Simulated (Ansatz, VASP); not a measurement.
## HfMg3: VASP beside Ansatz

Contents of INCAR:

```
SYSTEM = HfMg3
ALGO = Normal
EDIFF = 1E-7
ENCUT = 520
GGA = PE
ISIF = 2
ISMEAR = 0
LASPH = .TRUE.
LCHARG = .TRUE.
LELF = .TRUE.
LREAL = .FALSE.
LVHAR = .TRUE.
LWAVE = .FALSE.
NBANDS = 16
NELM = 80
PREC = Accurate
SIGMA = 0.05
```

KPOINTS

```
k-points
0
G
  8 8 8
  0 0 0
```

File POSCAR:

```
HfMg3
1.0
    4.4935498586      0.0000000000      0.0000000000
    0.0000000000      4.4935498586      0.0000000000
    0.0000000000      0.0000000000      4.4935498586
Hf Mg
1 3
Direct
    0.0000000000      0.0000000000      0.0000000000
    0.0000000000      0.5000000000      0.5000000000
    0.5000000000      0.5000000000      0.0000000000
    0.5000000000      0.0000000000      0.5000000000
```

Input for Ansatz:

```yaml
crystal:
  lattice:
    - [4.4935498586, 0.0, 0.0]
    - [0.0, 4.4935498586, 0.0]
    - [0.0, 0.0, 4.4935498586]
  atoms:
    - { symbol: Hf, position: [0.0, 0.0, 0.0] }
    - { symbol: Mg, position: [0.0, 0.5, 0.5] }
    - { symbol: Mg, position: [0.5, 0.5, 0.0] }
    - { symbol: Mg, position: [0.5, 0.0, 0.5] }
basis:
  ecutwfc: 420
  ecutrho_ratio: 4
kpoints:
  mp_grid: { grid: [8, 8, 8] }
hamiltonian:
  xc: pbe
scf:
  occupations: { method: gaussian, width: 0.05 }
output:
  forces: true
  stress: true
  eigenvalues: true
  write_density: true
  write_potential: true
  elf: true
  volumetric_format: npy
```

Alike in both runs: task single point; functional PBE; k mesh 8 × 8 × 8; occupations gaussian, width 0.05 eV; no spin polarisation.

|  | VASP | Ansatz |
| --- | --- | --- |
| version | VASP 6.6.1 | Ansatz 0.2.0 |
| potentials or method | VASP PAW PBE potentials, release 64 (Hf_pv, Mg), cutoff 520 eV | scalar-relativistic, plane waves, PAW |
| valence electrons in the cell | 16 | 56 |

```tsv
	VASP	Ansatz	Ansatz less VASP
gap on the k mesh at the Fermi level (eV)	none	none	-
pressure (GPa)	-2.2	-2.0	+0.13
```

A gap of «none» marks a metal or a gap that the smearing closes. With one functional, cell and mesh, what is left measures potentials, basis and numerics. VASP's potentials hold 16 valence electrons a cell and Ansatz's 56, so a difference there can come from the potentials and not from the codes.

Neither program's run includes spin-orbit coupling.
